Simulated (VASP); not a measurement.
Write the native input for VASP 6.6.1 that does the following.

| Quantity | Value |
| --- | --- |
| Task | single point |
| Functional | PBE |
| Dispersion | D3(BJ) |
| Potentials or basis | VASP PAW PBE potentials, release 64 (P, As) |
| Cutoff | 520 eV |
| k mesh | 12 × 12 × 1 |
| Occupations | gaussian, width 0.02 eV |
| Spin | no spin polarisation |
| Dipole correction | yes |
| Further INCAR settings | ALGO = Normal; EDIFF = 1e-07; NBANDS = 18 |

The structure of As3P lies in POSCAR:

```
As3P
1.0
    3.4951579406     -0.0000001355      0.0000000000
   -1.7475788529      3.0268956346      0.0000000000
    0.0000000000      0.0000000000     36.9868763465
P As
1 3
Direct
    0.0000000000      0.0000000000      0.1813955819
    0.3333333333      0.6666666667      0.2167327611
    0.3333333333      0.6666666667      0.3216736034
    0.0000000000      0.0000000000      0.3600537306
```

These files were run (other wordings do the same):

INCAR

```
ALGO = Normal
DIPOL = 0.5 0.5 0.270
EDIFF = 1E-7
ENCUT = 520
GGA = PE
IDIPOL = 3
ISIF = 2
ISMEAR = 0
IVDW = 12
LASPH = T
LCHARG = F
LDIPOL = T
LREAL = F
LWAVE = F
NBANDS = 18
NELM = 60
PREC = Accurate
SIGMA = 0.02
```

KPOINTS

```
k-points
0
Gamma
  12 12 1
```

Potentials or basis: VASP PAW PBE potentials, release 64 (P, As).

The run is started by

```sh
$ cat potpaw_PBE.64/P/POTCAR potpaw_PBE.64/As/POTCAR > POTCAR
$ mpirun -np 1 vasp_std > vasp.out
```

Results of the run:

```yaml
Largest_force: 0.102 eV/Å
Band_gap_on_the_k_mesh: 1.03 eV, indirect (least direct gap 1.70 eV)
Dispersion_energy_per_atom: -0.252 eV
```

Run time: 3.5 min on 1 thread of Intel(R) Xeon(R) Platinum 8375C CPU @ 2.90GHz (Ice Lake), on a shared host, peak memory 0.52 GiB.
